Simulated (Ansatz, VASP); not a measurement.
**CaO: VASP beside Ansatz**

Contents of INCAR:

```
SYSTEM = CaO
ALGO     = Normal         ! electronic algorithm
EDIFF    = 1E-6           ! SCF threshold, eV
ENCUT    = 520            ! plane-wave cutoff, eV
GGA      = PS             ! functional
ISIF     = 2              ! what is computed and relaxed
ISMEAR   = 0              ! smearing method
LASPH    = .TRUE.         ! aspherical terms in the spheres
LCHARG   = .FALSE.        ! write CHGCAR
LREAL    = .FALSE.        ! projectors in reciprocal space
LWAVE    = .FALSE.        ! write WAVECAR
NBANDS   = 15             ! bands
NELM     = 80             ! most SCF steps
PREC     = Accurate       ! precision mode
SIGMA    = 0.01           ! smearing width, eV
```

Contents of KPOINTS:

```
k-points
0
G
  10 10 10
  0 0 0
```

Contents of POSCAR:

```
CaO
1.0
    0.0000000000      2.3835762404      2.3954941216
    2.3835762404      0.0000000000      2.3954941216
    2.3835762404      2.3835762404      0.0000000000
Ca O
1 1
Direct
    0.0000000000      0.0000000000      0.0000000000
    0.5000000000      0.5000000000      0.5000000000
```

Input for Ansatz:

```yaml
crystal:
  lattice:
    - [0.0, 2.38357624035, 2.39549412156]
    - [2.38357624035, 0.0, 2.39549412156]
    - [2.38357624035, 2.38357624035, 0.0]
  atoms:
    - { symbol: Ca, position: [0.0, 0.0, 0.0] }
    - { symbol: O, position: [0.5, 0.5, 0.5] }
kpoints:
  mp_grid: { grid: [10, 10, 10] }
scf:
  occupations: { method: fixed }
  convergence: { dr2_threshold: 1.0e-10 }
hamiltonian:
  xc: pbesol
  pseudopotentials: { kind: all_electron, lapw: { basis_error: 0.0005 } }
output:
  forces: true
  stress: true
  eigenstates:
    kpoints:
      - [0.0, 0.0, 0.0]
      - [0.0, -0.5, -0.5]
      - [-0.5, 0.0, -0.5]
      - [-0.5, -0.5, 0.0]
      - [-0.5, 0.0, 0.0]
      - [0.0, -0.5, 0.0]
      - [0.0, 0.0, -0.5]
      - [-0.5, -0.5, -0.5]
  eigenvalues: true
```

Change from the starting cell: z stretched by +0.5 %, x and y held.

Alike in both runs: task single point; functional PBEsol; k mesh 10 × 10 × 10; no spin polarisation.

|  | VASP | Ansatz |
| --- | --- | --- |
| version | VASP 6.6.1 | Ansatz 0.2.0 |
| potentials or method | VASP PAW PBE potentials, release 64 (Ca_sv, O), cutoff 520 eV | all-electron LAPW, scalar-relativistic |
| occupations | gaussian, width 0.01 eV | fixed |

|  | VASP | Ansatz | Ansatz less VASP |
| --- | --- | --- | --- |
| gap on the k mesh at the Fermi level (eV) | 3.51 | 3.53 | +0.019 |
| pressure (GPa) | 0.0 | -0.6 | -0.59 |
| traceless stress, the component that is largest in VASP (GPa) | -0.57 | -0.54 | +0.025 |

VASP's potentials were made for PBE, not for PBEsol. Ansatz ran all-electron here, and VASP with PAW potentials.
